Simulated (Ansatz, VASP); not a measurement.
# One calculation of Rh, two programs

Contents of INCAR:

```
PREC     = Accurate       # precision mode
ENCUT    = 520            # plane-wave cutoff, eV
EDIFF    = 1E-7           # SCF threshold, eV
ISMEAR   = 0              # smearing method
SIGMA    = 0.15           # smearing width, eV
LREAL    = False          # projectors in reciprocal space
LASPH    = True           # aspherical terms in the spheres
NELM     = 80             # most SCF steps
ALGO     = Normal         # electronic algorithm
ISIF     = 2              # what is computed and relaxed
LWAVE    = False          # write WAVECAR
LCHARG   = True           # write CHGCAR
GGA      = PS             # functional
LELF     = True           # ELF
LVHAR    = True         
NBANDS   = 14             # bands
```

The input KPOINTS:

```
Automatic mesh
0
Gamma
  22 22 22
```

Contents of POSCAR:

```
Rh
1.0
    0.0000000000      1.9490887500      1.9490887500
    1.9490887500      0.0000000000      1.9490887500
    1.9490887500      1.9490887500      0.0000000000
Rh
1
Direct
    0.0000000000      0.0000000000      0.0000000000
```

Input for Ansatz:

```yaml
crystal:
  lattice:
    - [0.0, 1.94908875, 1.94908875]
    - [1.94908875, 0.0, 1.94908875]
    - [1.94908875, 1.94908875, 0.0]
  atoms:
    - { symbol: Rh, position: [0.0, 0.0, 0.0] }
basis:
  ecutwfc: 420
kpoints:
  mp_grid: { grid: [22, 22, 22] }
hamiltonian:
  xc: pbesol
scf:
  occupations: { method: gaussian, width: 0.15 }
output:
  forces: true
  stress: true
  eigenvalues: true
```

Change from the starting cell: strain +0.025 along x and y, +0.025 along z, atoms carried along.

Alike in both runs: task single point; functional PBEsol; k mesh 22 × 22 × 22; occupations gaussian, width 0.15 eV; no spin polarisation.

|  | VASP | Ansatz |
| --- | --- | --- |
| version | VASP 6.6.1 | Ansatz 0.2.0 |
| potentials or method | VASP PAW PBE potentials, release 64 (Rh_pv), cutoff 520 eV | scalar-relativistic, plane waves, PAW |
| valence electrons in the cell | 15 | 17 |

|  | VASP | Ansatz | Ansatz less VASP |
| --- | --- | --- | --- |
| gap on the k mesh at the Fermi level (eV) | none | none | - |
| pressure (GPa) | -21.5 | -21.4 | +0.05 |

VASP's potentials were made for PBE, not for PBEsol. A gap of «none» marks a metal or a gap that the smearing closes. With one functional, cell and mesh, what is left measures potentials, basis and numerics. VASP's potentials hold 15 valence electrons a cell and Ansatz's 17, so a difference there can come from the potentials and not from the codes.
